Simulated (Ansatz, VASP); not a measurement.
# Rb in VASP and in Ansatz

```
Rb
1.0
    -2.70710    2.70710    3.25281
     2.70710   -2.70710    3.25281
     2.70710    2.70710   -3.25281
Rb
1
Cartesian
  0.0000 0.0000 0.0000
```

Alike in both runs: task single point; functional PBEsol; k mesh 14 × 14 × 14; occupations gaussian, width 0.15 eV; no spin polarisation.

|  | VASP | Ansatz |
| --- | --- | --- |
| version | VASP 6.6.1 | Ansatz 0.2.0 |
| potentials or method | VASP PAW PBE potentials, release 64 (Rb_sv), cutoff 520 eV | scalar-relativistic, plane waves, PAW |
| valence electrons in the cell | 9 | 9 |

```tsv
	VASP	Ansatz	Ansatz less VASP
gap on the k mesh at the Fermi level (eV)	none	none	-
pressure (GPa)	-0.2	-0.2	0.00
```

VASP's potentials were made for PBE, not for PBEsol. A gap of «none» marks a metal or a gap that the smearing closes.
